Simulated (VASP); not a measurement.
# Al12H in VASP: notebook

The runs below take Al12H through single point, with PBE.

All numbers are computed with VASP 6.6.1; they aren't measurements. Logs are shortened: lines on timing, memory, paths and dates and some standing lists are left out, and cuts for length are marked.

### 1 The cell of the first run

The cell holds a slab with vacuum, 13 atoms: a = 5.714 Å, b = 5.714 Å, c = 21.601 Å, α = 90.00°, β = 90.00°, γ = 120.00°.

### 2 Single point, PBE, collinear spin

The input, INCAR:

```
PREC = Accurate
ENCUT = 520
EDIFF = 1E-6
ISMEAR = 0
SIGMA = 0.1
LREAL = False
LASPH = True
NELM = 150
ALGO = Normal
ISIF = 2
LWAVE = False
LCHARG = False
ISPIN = 2
MAGMOM = 0 0 0 0 0 0 0 0 0 0 0 0 1
LORBIT = 11
LDIPOL = True
IDIPOL = 3
DIPOL = 0.5 0.5 0.309
GGA = PE
NBANDS = 34
```

The input, KPOINTS:

```
regular mesh
0
Gamma
  6 6 1
```

The input, POSCAR:

```
Al12H
1.0
    5.7135165838      0.0000000000      0.0000000000
   -2.8567582919      4.9480505065      0.0000000000
    0.0000000000      0.0000000000     21.6013781936
Al H
12 1
Direct
    0.3333333333      0.1666666667      0.1851733702
    0.3333333333      0.6666666667      0.1851733702
    0.8333333333      0.1666666667      0.1851733702
    0.8333333333      0.6666666667      0.1851733702
    0.1666666667      0.3333333333      0.2916813828
    0.1666666667      0.8333333333      0.2916813828
    0.6666666667      0.3333333333      0.2916813828
    0.6666666667      0.8333333333      0.2916813828
    0.0000000000      0.0000000000      0.3981865470
    0.0000000000      0.5000000000      0.3981865470
    0.5000000000      0.0000000000      0.3981865470
    0.5000000000      0.5000000000      0.3981865470
    0.1666666667     -0.1666666667      0.5171604373
```

Potentials or basis: VASP PAW PBE potentials, release 64 (Al, H).

The run is started by

```console
$ cat potpaw_PBE.64/Al/POTCAR potpaw_PBE.64/H/POTCAR > POTCAR
$ mpirun -np 1 vasp_std > vasp.out
```

OUTCAR:

```text
PREC = Accurate
   ENCUT = 520
   EDIFF = 1E-6
   ISMEAR = 0
   LREAL = False
   LASPH = True
   NELM = 150
   ISIF = 2
   ISPIN = 2
   LORBIT = 11
   GGA = PE

 ion  position               nearest neighbor table
   1  0.333  0.167  0.185-   5 2.83   6 2.83   7 2.83   4 2.86   2 2.86   2 2.86   4 2.86   3 2.86
                             3 2.86
   2  0.333  0.667  0.185-   6 2.83   5 2.83   8 2.83   3 2.86   1 2.86   1 2.86   3 2.86   4 2.86
                             4 2.86
   3  0.833  0.167  0.185-   7 2.83   8 2.83   5 2.83   4 2.86   2 2.86   4 2.86   2 2.86   1 2.86
                             1 2.86
   4  0.833  0.667  0.185-   8 2.83   7 2.83   6 2.83   3 2.86   1 2.86   3 2.86   1 2.86   2 2.86
                             2 2.86
   5  0.167  0.333  0.292-   9 2.83  12 2.83  10 2.83   1 2.83   2 2.83   3 2.83   8 2.86   6 2.86
                             6 2.86   8 2.86   7 2.86   7 2.86
   6  0.167  0.833  0.292-  10 2.83  11 2.83   9 2.83   2 2.83   1 2.83   4 2.83   7 2.86   5 2.86
                             5 2.86   7 2.86   8 2.86   8 2.86
   7  0.667  0.333  0.292-  11 2.83  10 2.83  12 2.83   3 2.83   4 2.83   1 2.83   8 2.86   6 2.86
                             8 2.86   6 2.86   5 2.86   5 2.86
   8  0.667  0.833  0.292-  12 2.83   9 2.83  11 2.83   4 2.83   3 2.83   2 2.83   7 2.86   5 2.86
                             7 2.86   5 2.86   6 2.86   6 2.86
   9  0.000  0.000  0.398-   5 2.83   8 2.83   6 2.83  10 2.86  12 2.86  10 2.86  12 2.86  11 2.86
                            11 2.86
  10  0.000  0.500  0.398-   6 2.83   7 2.83   5 2.83   9 2.86  11 2.86   9 2.86  11 2.86  12 2.86
                            12 2.86
  11  0.500  0.000  0.398-   7 2.83   6 2.83   8 2.83  10 2.86  12 2.86  12 2.86  10 2.86   9 2.86
                             9 2.86
  12  0.500  0.500  0.398-   8 2.83   5 2.83   7 2.83   9 2.86  11 2.86  11 2.86   9 2.86  10 2.86
                            10 2.86
  13  0.167  0.833  0.517-

  LATTYP: Found a hexagonal cell.
 ALAT       =     5.7135165838
 C/A-ratio  =     3.7807500647

  Lattice vectors:

 A1 = (   5.7135165838,   0.0000000000,   0.0000000000)
 A2 = (  -2.8567582919,   4.9480505065,   0.0000000000)
 A3 = (   0.0000000000,   0.0000000000,  21.6013781936)

Analysis of symmetry for initial positions (statically):
=====================================================================
 Subroutine PRICEL returns:
 Original cell was already a primitive cell.

 Routine SETGRP: Setting up the symmetry group for a
 hexagonal supercell.

 Subroutine GETGRP returns: Found  6 space group operations
 (whereof  2 operations were pure point group operations)
 out of a pool of 24 trial point group operations.

The static configuration has the point symmetry C_1h.
 The point group associated with its full space group is C_3v.

Analysis of symmetry for dynamics (positions and initial velocities):
=====================================================================
 Subroutine PRICEL returns:
 Original cell was already a primitive cell.

 Routine SETGRP: Setting up the symmetry group for a
 hexagonal supercell.

 Subroutine GETGRP returns: Found  6 space group operations
 (whereof  2 operations were pure point group operations)
 out of a pool of 24 trial point group operations.

The dynamic configuration has the point symmetry C_1h.
 The point group associated with its full space group is C_3v.

Analysis of structural, dynamic, and magnetic symmetry:
=====================================================================
 Subroutine PRICEL returns:
 Original cell was already a primitive cell.

 Routine SETGRP: Setting up the symmetry group for a
 hexagonal supercell.

 Subroutine GETGRP returns: Found  6 space group operations
 (whereof  2 operations were pure point group operations)
 out of a pool of 24 trial point group operations.

The overall configuration has the point symmetry C_1h.
 The point group associated with its full space group is C_3v.

 Subroutine INISYM returns: Found  6 space group operations
 (whereof  2 operations are pure point group operations),
 and found     1 'primitive' translations

----------------------------------------------------------------------------------------

[... 104 lines left out ...]
   POTIM  = 0.5000    time-step for ionic-motion
   TEBEG  =    0.0;   TEEND  =   0.0 temperature during run
   PSTRESS=    0.0 pullay stress
   NELECT =      37.0000    total number of electrons
   NUPDOWN=      -1.0000    fix difference up-down
   EMIN   =  10.00;   EMAX   =-10.00  energy-range for DOS
   EFERMI =   0.00;   METHOD = LEGACY
   ISMEAR =     0;   SIGMA  =   0.10  broadening in eV -4-tet -1-fermi 0-gaus
   EFERMI_NEDOS =   21; number of points for ismear=-14 and -15
   IALGO  =     38    algorithm
   IMIX   =      4    mixing-type and parameters
     AMIX     =   0.40;   BMIX     =  1.00
     AMIX_MAG =   1.60;   BMIX_MAG =  1.00
  volume/ion in A,a.u.               =      46.98       317.01
  Fermi-wavevector in a.u.,A,eV,Ry     =   0.642987  1.215070  5.625093  0.413433
  Thomas-Fermi vector in A             =   1.709838
   LORBIT       =     11    0 simple, 1 ext, 2 COOP (PROOUT), +10 PAW based schemes
   GGA     = PE    functional components
   LHFCALC =     F    Hartree Fock is set to
   AEXX    =    0.0000 exact exchange contribution
   IVDW    =     0    specifies the selected vdW correction
   LEPSILON=     F    determine dielectric tensor
   LRPA    =     F    only Hartree local field effects (RPA)
 spin polarized calculation
 Gauss-broadening in eV      SIGMA  =   0.10
  energy-cutoff  :      520.00
  volume of cell :      610.69
 maximum number of plane-waves:     16489
   NGX = 21   NGY = 21   NGZ = 81

 dipolmoment           0.000000      0.000000     -0.000300 electrons x Angstroem

 number of electron      37.0000001 magnetization       0.4721722

 dipolmoment           0.000000      0.000000      0.201096 electrons x Angstroem

 Free energy of the ion-electron system (eV)
  ---------------------------------------------------
  ext. energy  EPLUGINS =         0.00000000
  ---------------------------------------------------
  free energy    TOTEN  =       -43.50986131 eV

  energy without entropy =      -43.47046303  energy(sigma->0) =      -43.49016217

 E-fermi :  -0.4563     XC(G=0):  -4.2846

 val. band max:       -0.4611522001   @ k =   0.3333   0.1667   0.0000
 cond. band min:      -0.4160621327   @ k =   0.3333   0.1667   0.0000
 fundamental gap:      0.0450900673
 Fermi energy:        -0.4563338839

 spin component 1

 k-point     1 :       0.0000    0.0000    0.0000
  band No.  band energies     occupation
      1     -11.0248      1.00000
      2      -9.3065      1.00000
      3      -6.5998      1.00000
      4      -5.1549      1.00000
      5      -5.1549      1.00000
      6      -5.1379      1.00000
[... 220 lines left out ...]
     29       2.9258      0.00000
     30       2.9295      0.00000
 Fermi energy:        -0.4563338839

 spin component 2

 k-point     1 :       0.0000    0.0000    0.0000
  band No.  band energies     occupation
      1     -11.0277      1.00000
      2      -9.3107      1.00000
      3      -6.6035      1.00000
      4      -5.1529      1.00000
      5      -5.1529      1.00000
      6      -5.1489      1.00000
[... 220 lines left out ...]
     29       2.9206      0.00000
     30       2.9313      0.00000
 [bands above 30 left out]

------------------------ aborting loop because EDIFF is reached ----------------------------------------

 vacuum level on the upper side and lower side of the slab       (xc-potential included)         0.626        -0.662

  FORCE on cell =-STRESS in cart. coord.  units (eV):
  Direction    XX          YY          ZZ          XY          YZ          ZX
  --------------------------------------------------------------------------------------
  -------------------------------------------------------------------------------------
  Total       -3.8172193     -3.8172193     -1.0446591      0.0000000      0.0000000      0.0000000
  in kB      -10.0147155    -10.0147155     -2.7407291      0.0000000      0.0000000      0.0000000
  external PRESSURE =      -7.5900534 kB  Pullay stress =       0.0000000 kB

 VOLUME and BASIS-vectors are now :
 -----------------------------------------------------------------------------
  energy-cutoff  :      520.00
  volume of cell :      610.69
      direct lattice vectors                 reciprocal lattice vectors
     5.713516584  0.000000000  0.000000000     0.175023558  0.101049898  0.000000000
    -2.856758292  4.948050506  0.000000000     0.000000000  0.202099796  0.000000000
     0.000000000  0.000000000 21.601378194     0.000000000  0.000000000  0.046293343

 POSITION                                       TOTAL-FORCE (eV/Angst)
 -----------------------------------------------------------------------------------
      1.42838      0.82468      4.00000        -0.000000      0.075746     -0.034297
     -0.00000      3.29870      4.00000         0.065598     -0.037873     -0.034297
      4.28514      0.82468      4.00000        -0.000000     -0.000000     -0.069034
      2.85676      3.29870      4.00000        -0.065598     -0.037873     -0.034297
      0.00000      1.64935      6.30072        -0.033383     -0.019274     -0.052250
     -1.42838      4.12338      6.30072        -0.000000     -0.000000      0.096196
      2.85676      1.64935      6.30072         0.033383     -0.019274     -0.052250
      1.42838      4.12338      6.30072        -0.000000      0.038547     -0.052250
      0.00000      0.00000      8.60138         0.104127     -0.060118      0.336026
     -1.42838      2.47403      8.60138         0.000000      0.120235      0.336026
      2.85676      0.00000      8.60138        -0.104127     -0.060118      0.336026
      1.42838      2.47403      8.60138        -0.000000     -0.000000     -0.011877
     -1.42838      4.12338     11.17138        -0.000000     -0.000000     -0.763721
 -----------------------------------------------------------------------------------
    total drift:                               -0.000000      0.000000     -0.000078

  FREE ENERGIE OF THE ION-ELECTRON SYSTEM (eV)
  ---------------------------------------------------
  free  energy   TOTEN  =       -43.5098613128 eV

  energy  without entropy=      -43.4704630315  energy(sigma->0) =      -43.49016217

 vacuum level on the upper side and lower side of the slab         4.803         3.458

 total charge

# of ion       s       p       d       tot
------------------------------------------
    1        0.451   0.312   0.000   0.763
    2        0.451   0.312   0.000   0.763
    3        0.448   0.314   0.000   0.763
    4        0.451   0.312   0.000   0.763
    5        0.434   0.344   0.000   0.778
    6        0.430   0.342   0.000   0.773
    7        0.434   0.344   0.000   0.778
    8        0.434   0.344   0.000   0.778
    9        0.448   0.305   0.000   0.753
   10        0.448   0.305   0.000   0.753
   11        0.448   0.305   0.000   0.753
   12        0.453   0.310   0.000   0.764
   13        0.394   0.001   0.000   0.395
--------------------------------------------------
tot          5.725   3.851   0.000   9.575

 magnetization (x)

# of ion       s       p       d       tot
------------------------------------------
    1       -0.001   0.000   0.000  -0.001
    2       -0.001   0.000   0.000  -0.001
    3       -0.000  -0.001   0.000  -0.001
    4       -0.001   0.000   0.000  -0.001
    5       -0.002   0.000   0.000  -0.002
    6        0.002  -0.001   0.000   0.001
    7       -0.002   0.000   0.000  -0.002
    8       -0.002   0.000   0.000  -0.002
    9        0.001  -0.003   0.000  -0.002
   10        0.001  -0.003   0.000  -0.002
   11        0.001  -0.003   0.000  -0.002
   12       -0.003   0.000   0.000  -0.003
   13        0.225  -0.000   0.000   0.225
--------------------------------------------------
tot          0.219  -0.009   0.000   0.210
```

Run time: 8.8 min. Hardware: 1 thread of Intel Xeon Platinum 8559C (Emerald Rapids), shared host; peak memory 0.9 GiB.

What came out:

```
Free energy                                           : -43.5099 eV
Largest force                                         : 0.764 eV/Å
Net moment                                            : 0.47 μB per cell
Site moments                                          : Al -0.00, +0.00 (each value once); H +0.23 μB
Valence electrons inside the program's atomic spheres : Al 0.76, 0.78, 0.77, 0.75 (each value once); H 0.40
```

Forces in eV/Å, atoms in the order of the input:
```
Al   0.000  0.076 -0.034
Al   0.066 -0.038 -0.034
Al   0.000  0.000 -0.069
Al  -0.066 -0.038 -0.034
Al  -0.033 -0.019 -0.052
Al   0.000  0.000  0.096
Al   0.033 -0.019 -0.052
Al   0.000  0.039 -0.052
Al   0.104 -0.060  0.336
Al   0.000  0.120  0.336
Al  -0.104 -0.060  0.336
Al   0.000  0.000 -0.012
H    0.000  0.000 -0.764
```

(Continued in part 2 of 2.)
